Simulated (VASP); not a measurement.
Ge:

```
CELL_PARAMETERS angstrom
-1.66078 1.66078 1.66078
1.66078 -1.66078 1.66078
1.66078 1.66078 -1.66078
ATOMIC_POSITIONS crystal
Ge 0.00000 0.00000 0.00000
```

Base run:

```yaml
Program: VASP 6.6.1
Functional: PBEsol
Potentials_or_basis: VASP PAW PBE potentials, release 64 (Ge_d)
Cutoff: 520 eV
k_mesh: 13 × 13 × 13
Occupations: fermi-dirac, width 0.1 eV
Spin: no spin polarisation
```

Its results: band gap on the k mesh zero (band 7 reaches 16.42 eV, above the bottom of band 8 at 3.95 eV); pressure 0.1 GPa.

**Question.** The run is repeated on the same cell with these changes: k mesh from 13 × 13 × 13 to 15 × 15 × 15. What comes out?

**Answer.** Band gap on the k mesh zero (band 7 reaches 16.42 eV, above the bottom of band 8 at 3.81 eV); pressure -0.5 GPa.

Caveats: the PAW data sets were made with another functional, which shifts forces and pressure a little.
